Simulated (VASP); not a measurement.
The system is Ge.

```xyz
4
Lattice="4.0232 0.0000 0.0000 -2.0116 3.4842 0.0000 0.0000 0.0000 10.9196" Properties=species:S:1:pos:R:3 pbc="T T T"
Ge    2.0116    1.1614    4.5300
Ge    0.0000    2.3228    9.9898
Ge    0.0000    0.0000    5.2136
Ge    0.0000    0.0000   10.6734
```

This cell differs from its parent crystal: volume scaled by 0.98.

Base run:

- Program: VASP 6.6.1
- Functional: LDA
- Potentials or basis: VASP PAW LDA potentials, release 64 (Ge_d)
- Cutoff: 520 eV
- k mesh: 8 × 8 × 3
- Occupations: fermi-dirac, width 0.05 eV
- Spin: no spin polarisation

Its results: band gap on the k mesh 0.68 eV, indirect (least direct gap 0.69 eV); pressure -2.0 GPa; largest force 0.224 eV/Å.

The run is repeated on the same cell with these changes: k mesh from 8 × 8 × 3 to 6 × 6 × 2; further incar settings from ALGO = Normal; EDIFF = 1e-06; NBANDS = 36 to ALGO = Normal; EDIFF = 1e-07; NBANDS = 36. What comes out?

Band gap on the k mesh zero (filled and empty bands touch); pressure -2.0 GPa; largest force 0.215 eV/Å.

A k mesh can miss the band edges.
